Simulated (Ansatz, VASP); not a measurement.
## BP in VASP and in Ansatz

POSCAR

```
BP
1.0
    0.0000000000      2.3597600000      2.4505200000
    2.3597600000      0.0000000000      2.4505200000
    2.3597600000      2.3597600000      0.0000000000
B P
1 1
Direct
    0.0000000000      0.0000000000      0.0000000000
    0.7500000000      0.7500000000      0.7500000000
```

Contents of INCAR.step1:

```
SYSTEM = BP
  PREC = Accurate
  ENCUT = 520
  ISMEAR = 0
  SIGMA = 0.05
  LREAL = .False.
  LASPH = .True.
  NELM = 60
  NBANDS = 11
  GGA = PE
  ALGO = Normal
  EDIFF = 1E-4
  LWAVE = .True.
  LCHARG = .False.
```

INCAR.step2

```
SYSTEM = BP
  PREC = Accurate
  ENCUT = 520
  EDIFF = 1E-6
  ISMEAR = 0
  SIGMA = 0.05
  LREAL = .False.
  LASPH = .True.
  NELM = 60
  ALGO = Normal
  ISIF = 2
  LWAVE = .False.
  LCHARG = .True.
  METAGGA = R2SCAN
  LMIXTAU = .True.
  LELF = .True.
  LVHAR = .True.
  NBANDS = 11
  ISTART = 1
```

Contents of KPOINTS:

```
Automatic mesh
0
Gamma
  10 10 10
  0 0 0
```

Input for Ansatz:

```yaml
crystal:
  lattice:
    - [0.0, 2.35976, 2.45052]
    - [2.35976, 0.0, 2.45052]
    - [2.35976, 2.35976, 0.0]
  atoms:
    - { symbol: B, position: [0.0, 0.0, 0.0] }
    - { symbol: P, position: [0.75, 0.75, 0.75] }
basis:
  ecutwfc: 500
kpoints:
  mp_grid: { grid: [10, 10, 10] }
hamiltonian:
  xc: r2scan
scf:
  occupations: { method: gaussian, width: 0.05 }
output:
  forces: true
  stress: true
  eigenvalues: true
```

Change from the starting cell: strain +0.040 along x and y, +0.080 along z, atoms carried along.

Alike in both runs: task single point; functional r2SCAN; k mesh 10 × 10 × 10; occupations gaussian, width 0.05 eV; no spin polarisation.

|  | VASP | Ansatz |
| --- | --- | --- |
| version | VASP 6.6.1 | Ansatz 0.2.0 |
| potentials or method | VASP PAW PBE potentials, release 64 (B, P), cutoff 520 eV | scalar-relativistic, plane waves, PAW |
| valence electrons in the cell | 8 | 8 |

|  | VASP | Ansatz | Ansatz less VASP |
| --- | --- | --- | --- |
| gap on the k mesh at the Fermi level (eV) | 1.36 | 1.33 | -0.029 |
| least direct gap on the mesh (eV) | 3.26 | 3.22 | -0.038 |
| pressure (GPa) | -20.0 | -19.6 | +0.38 |
| traceless stress, the component that is largest in VASP (GPa) | -6.49 | -6.46 | +0.027 |

VASP's potentials were made for PBE, not for r2SCAN.
